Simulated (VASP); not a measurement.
# MgO (Fm-3m) in VASP: a series of runs, part 2 of 2

VASP 6.6.1. The steps go on from the part before.

## 3. Single point, r2SCAN

Contents of POSCAR:

```
MgO
1.0
    0.0000000000      2.1055000000      2.1055000000
    2.1055000000      0.0000000000      2.1055000000
    2.1055000000      2.1055000000      0.0000000000
Mg O
1 1
Direct
    0.0000000000      0.0000000000      0.0000000000
    0.5000000000      0.5000000000      0.5000000000
```

Contents of INCAR.step1:

```
ALGO = Normal
EDIFF = 1E-5
ENCUT = 660
GGA = PE
GGA_COMPAT = False
ISMEAR = 0
LASPH = True
LCHARG = False
LREAL = False
LWAVE = True
NBANDS = 11
NELM = 120
PREC = Accurate
SIGMA = 0.05
```

Contents of INCAR.step2:

```
ALGO = Normal
EDIFF = 1E-6
ENCUT = 660
GGA_COMPAT = False
ISIF = 2
ISMEAR = 0
ISTART = 1
LASPH = True
LCHARG = False
LMIXTAU = True
LREAL = False
LWAVE = False
METAGGA = R2SCAN
NBANDS = 11
NELM = 120
PREC = Accurate
SIGMA = 0.05
```

Contents of KPOINTS:

```
k-points
0
Gamma
  8 8 8
```

Potentials or basis: VASP PAW PBE potentials, release 64 (Mg, O).

On the command line:

```sh
> cat potpaw_PBE.64/Mg/POTCAR potpaw_PBE.64/O/POTCAR > POTCAR
> cp INCAR.step1 INCAR
> mpirun -np 1 vasp_std > vasp.out
> cp INCAR.step2 INCAR
> mpirun -np 1 vasp_std > vasp.out
```

OUTCAR:

```text
EDIFF = 1E-6
   ENCUT = 660
   ISIF = 2
   ISMEAR = 0
   ISTART = 1
   LASPH = True
   LREAL = False
   METAGGA = R2SCAN
   NELM = 120
   PREC = Accurate

 ion  position               nearest neighbor table
   1  0.000  0.000  0.000-   2 2.11   2 2.11   2 2.11   2 2.11   2 2.11   2 2.11
   2  0.500  0.500  0.500-   1 2.11   1 2.11   1 2.11   1 2.11   1 2.11   1 2.11

  LATTYP: Found a face centered cubic cell.
 ALAT       =     4.2110000000

  Lattice vectors:

 A1 = (   0.0000000000,   2.1055000000,   2.1055000000)
 A2 = (   2.1055000000,   0.0000000000,   2.1055000000)
 A3 = (   2.1055000000,   2.1055000000,   0.0000000000)

Analysis of symmetry for initial positions (statically):
=====================================================================
 Subroutine PRICEL returns:
 Original cell was already a primitive cell.

 Routine SETGRP: Setting up the symmetry group for a
 face centered cubic supercell.

 Subroutine GETGRP returns: Found 48 space group operations
 (whereof 48 operations were pure point group operations)
 out of a pool of 48 trial point group operations.

The static configuration has the point symmetry O_h .

Analysis of symmetry for dynamics (positions and initial velocities):
=====================================================================
 Subroutine PRICEL returns:
 Original cell was already a primitive cell.

 Routine SETGRP: Setting up the symmetry group for a
 face centered cubic supercell.

 Subroutine GETGRP returns: Found 48 space group operations
 (whereof 48 operations were pure point group operations)
 out of a pool of 48 trial point group operations.

The dynamic configuration has the point symmetry O_h .

 Subroutine INISYM returns: Found 48 space group operations
 (whereof 48 operations are pure point group operations),
 and found     1 'primitive' translations

----------------------------------------------------------------------------------------

                                     Primitive cell
[... 119 lines left out ...]
   IVDW    =     0    specifies the selected vdW correction
   LEPSILON=     F    determine dielectric tensor
   LRPA    =     F    only Hartree local field effects (RPA)
 non-spin polarized calculation
 Gauss-broadening in eV      SIGMA  =   0.05
  energy-cutoff  :      660.00
  volume of cell :       18.67
 maximum number of plane-waves:       730
 NGX is ok and might be reduce to    28
   NGX = 13   NGY = 13   NGZ = 13

 number of electron       7.9999999 magnetization

 Free energy of the ion-electron system (eV)
  ---------------------------------------------------
  ext. energy  EPLUGINS =         0.00000000
  ---------------------------------------------------
  free energy    TOTEN  =       -16.16669118 eV

  energy without entropy =      -16.16669118  energy(sigma->0) =      -16.16669118

 E-fermi :   2.9843     XC(G=0): -11.5960

 val. band max:        2.7782327763   @ k =   0.0000   0.0000   0.0000
 cond. band min:       8.3947219906   @ k =   0.0000   0.0000   0.0000
 fundamental gap:      5.6164892143
 Fermi energy:         2.9843234466

 k-point     1 :       0.0000    0.0000    0.0000
  band No.  band energies     occupation
      1     -15.4235      2.00000
      2       2.7782      2.00000
      3       2.7782      2.00000
      4       2.7782      2.00000
      5       8.3947      0.00000
      6      19.6221      0.00000
      7      19.6221      0.00000
      8      19.6221      0.00000
      9      23.7715      0.00000
     10      25.5381      0.00000
     11      25.5381      0.00000
[... 309 lines left out ...]
 k-point    24 :      -0.3750    0.2500    0.1250
  band No.  band energies     occupation
      1     -14.0286      2.00000
      2      -1.2196      2.00000
      3       0.8362      2.00000
      4       1.7719      2.00000
      5      13.4131      0.00000
      6      16.1220      0.00000
      7      17.4343      0.00000
      8      20.8949      0.00000
      9      24.5621      0.00000
     10      26.2872      0.00000
     11      30.5095      0.00000

 [... further k-points ...]

------------------------ aborting loop because EDIFF is reached ----------------------------------------

  FORCE on cell =-STRESS in cart. coord.  units (eV):
  Direction    XX          YY          ZZ          XY          YZ          ZX
  --------------------------------------------------------------------------------------
  -------------------------------------------------------------------------------------
  Total       -0.2584714     -0.2584714     -0.2584714      0.0000000     -0.0000000     -0.0000000
  in kB      -22.1833579    -22.1833579    -22.1833579      0.0000000     -0.0000000     -0.0000000
  external PRESSURE =     -22.1833579 kB  Pullay stress =       0.0000000 kB

 VOLUME and BASIS-vectors are now :
 -----------------------------------------------------------------------------
  energy-cutoff  :      660.00
  volume of cell :       18.67
      direct lattice vectors                 reciprocal lattice vectors
     0.000000000  2.105500000  2.105500000    -0.237473284  0.237473284  0.237473284
     2.105500000  0.000000000  2.105500000     0.237473284 -0.237473284  0.237473284
     2.105500000  2.105500000  0.000000000     0.237473284  0.237473284 -0.237473284

 POSITION                                       TOTAL-FORCE (eV/Angst)
 -----------------------------------------------------------------------------------
      0.00000      0.00000      0.00000         0.000000     -0.000000     -0.000000
      2.10550      2.10550      2.10550        -0.000000      0.000000      0.000000
 -----------------------------------------------------------------------------------
    total drift:                                0.000000      0.000000      0.000000

  FREE ENERGIE OF THE ION-ELECTRON SYSTEM (eV)
  ---------------------------------------------------
  free  energy   TOTEN  =       -16.1666911765 eV

  energy  without entropy=      -16.1666911765  energy(sigma->0) =      -16.16669118
```

It took 76 s on 1 thread of Intel Xeon 8259CL, shared host; peak memory 0.17 GiB.

What came out:

| Property | Result |
| --- | --- |
| Free energy | -16.1667 eV |
| Pressure | -2.2 GPa |
| Band gap on the k mesh | 5.62 eV |

Levels at points of the mesh, in eV from the valence-band top:
```
           k point  band 1  band 2  band 3  band 4  band 5  band 6  band 7  band 8  band 9
(0.00, 0.00, 0.00)  -18.20    0.00    0.00    0.00    5.62   16.84   16.84   16.84   20.99
(0.50, 0.00, 0.00)  -16.95   -4.61   -0.67   -0.67    8.81   13.82   17.43   17.43   22.39
(0.50, 0.50, 0.00)  -16.70   -4.10   -1.37   -1.37   10.04   11.07   14.30   20.38   20.38
```

Caveat: the PAW data sets were made with another functional, which shifts forces and pressure a little. r2SCAN opens gaps a little over a GGA but as a rule still falls short of measured ones.

## 4. Single point, r2SCAN

POSCAR is that of step 3.

Contents of INCAR.step1:

```
SYSTEM = MgO
ALGO = Normal ; EDIFF = 1E-5
ENCUT = 660 ; GGA = PE
GGA_COMPAT = .FALSE. ; ISMEAR = -1
LASPH = .TRUE. ; LCHARG = .FALSE.
LREAL = .FALSE. ; LWAVE = .TRUE.
NBANDS = 11 ; NELM = 120
PREC = Accurate ; SIGMA = 0.003
```

Contents of INCAR.step2:

```
SYSTEM = MgO
ALGO = Normal ; EDIFF = 1E-6
ENCUT = 660 ; GGA_COMPAT = .FALSE.
ISIF = 2 ; ISMEAR = -1
ISTART = 1 ; LASPH = .TRUE.
LCHARG = .FALSE. ; LMIXTAU = .TRUE.
LREAL = .FALSE. ; LWAVE = .FALSE.
METAGGA = R2SCAN ; NBANDS = 11
NELM = 120 ; PREC = Accurate
SIGMA = 0.003
```

Contents of KPOINTS:

```
k-points
0
G
  8 8 8
  0 0 0
```

Potentials or basis: VASP PAW PBE potentials, release 64 (Mg, O).

On the command line:

```sh
> cat potpaw_PBE.64/Mg/POTCAR potpaw_PBE.64/O/POTCAR > POTCAR
> cp INCAR.step1 INCAR
> mpirun -np 1 vasp_std > vasp.out
> cp INCAR.step2 INCAR
> mpirun -np 1 vasp_std > vasp.out
```

OUTCAR:

```text
SYSTEM = MgO
   EDIFF = 1E-6
   ENCUT = 660
   ISIF = 2
   ISMEAR = -1
   ISTART = 1
   LASPH = .TRUE.
   LREAL = .FALSE.
   METAGGA = R2SCAN
   NELM = 120
   PREC = Accurate

 ion  position               nearest neighbor table
   1  0.000  0.000  0.000-   2 2.11   2 2.11   2 2.11   2 2.11   2 2.11   2 2.11
   2  0.500  0.500  0.500-   1 2.11   1 2.11   1 2.11   1 2.11   1 2.11   1 2.11

  LATTYP: Found a face centered cubic cell.
 ALAT       =     4.2110000000

  Lattice vectors:

 A1 = (   0.0000000000,   2.1055000000,   2.1055000000)
 A2 = (   2.1055000000,   0.0000000000,   2.1055000000)
 A3 = (   2.1055000000,   2.1055000000,   0.0000000000)

Analysis of symmetry for initial positions (statically):
=====================================================================
 Subroutine PRICEL returns:
 Original cell was already a primitive cell.

 Routine SETGRP: Setting up the symmetry group for a
 face centered cubic supercell.

 Subroutine GETGRP returns: Found 48 space group operations
 (whereof 48 operations were pure point group operations)
 out of a pool of 48 trial point group operations.

The static configuration has the point symmetry O_h .

Analysis of symmetry for dynamics (positions and initial velocities):
=====================================================================
 Subroutine PRICEL returns:
 Original cell was already a primitive cell.

 Routine SETGRP: Setting up the symmetry group for a
 face centered cubic supercell.

 Subroutine GETGRP returns: Found 48 space group operations
 (whereof 48 operations were pure point group operations)
 out of a pool of 48 trial point group operations.

The dynamic configuration has the point symmetry O_h .

 Subroutine INISYM returns: Found 48 space group operations
 (whereof 48 operations are pure point group operations),
 and found     1 'primitive' translations

----------------------------------------------------------------------------------------

[... 119 lines left out ...]
   AEXX    =    0.0000 exact exchange contribution
   IVDW    =     0    specifies the selected vdW correction
   LEPSILON=     F    determine dielectric tensor
   LRPA    =     F    only Hartree local field effects (RPA)
 non-spin polarized calculation
  energy-cutoff  :      660.00
  volume of cell :       18.67
 maximum number of plane-waves:       730
 NGX is ok and might be reduce to    28
   NGX = 13   NGY = 13   NGZ = 13

 number of electron       7.9999999 magnetization

 Free energy of the ion-electron system (eV)
  ---------------------------------------------------
  ext. energy  EPLUGINS =         0.00000000
  ---------------------------------------------------
  free energy    TOTEN  =       -16.16669118 eV

  energy without entropy =      -16.16669118  energy(sigma->0) =      -16.16669118

 E-fermi :   2.9843     XC(G=0): -11.5960

 val. band max:        2.7782327763   @ k =   0.0000   0.0000   0.0000
 cond. band min:       8.3947219906   @ k =   0.0000   0.0000   0.0000
 fundamental gap:      5.6164892142
 Fermi energy:         2.9843234467

 k-point     1 :       0.0000    0.0000    0.0000
  band No.  band energies     occupation
      1     -15.4235      2.00000
      2       2.7782      2.00000
      3       2.7782      2.00000
      4       2.7782      2.00000
      5       8.3947      0.00000
      6      19.6221      0.00000
      7      19.6221      0.00000
      8      19.6221      0.00000
      9      23.7715      0.00000
     10      25.5381      0.00000
     11      25.5381      0.00000
[... 309 lines left out ...]
 k-point    24 :      -0.3750    0.2500    0.1250
  band No.  band energies     occupation
      1     -14.0286      2.00000
      2      -1.2196      2.00000
      3       0.8362      2.00000
      4       1.7719      2.00000
      5      13.4131      0.00000
      6      16.1220      0.00000
      7      17.4343      0.00000
      8      20.8949      0.00000
      9      24.5621      0.00000
     10      26.2872      0.00000
     11      30.5095      0.00000

 [... further k-points ...]

------------------------ aborting loop because EDIFF is reached ----------------------------------------

  FORCE on cell =-STRESS in cart. coord.  units (eV):
  Direction    XX          YY          ZZ          XY          YZ          ZX
  --------------------------------------------------------------------------------------
  -------------------------------------------------------------------------------------
  Total       -0.2584714     -0.2584714     -0.2584714      0.0000000      0.0000000      0.0000000
  in kB      -22.1833575    -22.1833575    -22.1833575      0.0000000      0.0000000      0.0000000
  external PRESSURE =     -22.1833575 kB  Pullay stress =       0.0000000 kB

 VOLUME and BASIS-vectors are now :
 -----------------------------------------------------------------------------
  energy-cutoff  :      660.00
  volume of cell :       18.67
      direct lattice vectors                 reciprocal lattice vectors
     0.000000000  2.105500000  2.105500000    -0.237473284  0.237473284  0.237473284
     2.105500000  0.000000000  2.105500000     0.237473284 -0.237473284  0.237473284
     2.105500000  2.105500000  0.000000000     0.237473284  0.237473284 -0.237473284

 POSITION                                       TOTAL-FORCE (eV/Angst)
 -----------------------------------------------------------------------------------
      0.00000      0.00000      0.00000        -0.000000     -0.000000     -0.000000
      2.10550      2.10550      2.10550         0.000000      0.000000      0.000000
 -----------------------------------------------------------------------------------
    total drift:                                0.000000      0.000000      0.000000

  FREE ENERGIE OF THE ION-ELECTRON SYSTEM (eV)
  ---------------------------------------------------
  free  energy   TOTEN  =       -16.1666911764 eV

  energy  without entropy=      -16.1666911764  energy(sigma->0) =      -16.16669118
```

Run time: 68 s. Hardware: 1 thread of Intel Xeon 8259CL, shared host; peak memory 0.17 GiB.

Results:

* Free energy: -16.1667 eV
* Pressure: -2.2 GPa
* Band gap on the k mesh: 5.62 eV

Levels at points of the mesh, in eV from the valence-band top:
| k point | band 2 | band 3 | band 4 | band 5 | band 6 | band 7 |
| --- | --- | --- | --- | --- | --- | --- |
| (0.00, 0.00, 0.00) | 0.00 | 0.00 | 0.00 | 5.62 | 16.84 | 16.84 |
| (0.50, 0.00, 0.00) | -4.61 | -0.67 | -0.67 | 8.81 | 13.82 | 17.43 |
| (0.50, 0.50, 0.00) | -4.10 | -1.37 | -1.37 | 10.04 | 11.07 | 14.30 |

Caveat: the PAW data sets were made with another functional, which shifts forces and pressure a little. r2SCAN opens gaps a little over a GGA but as a rule still falls short of measured ones.
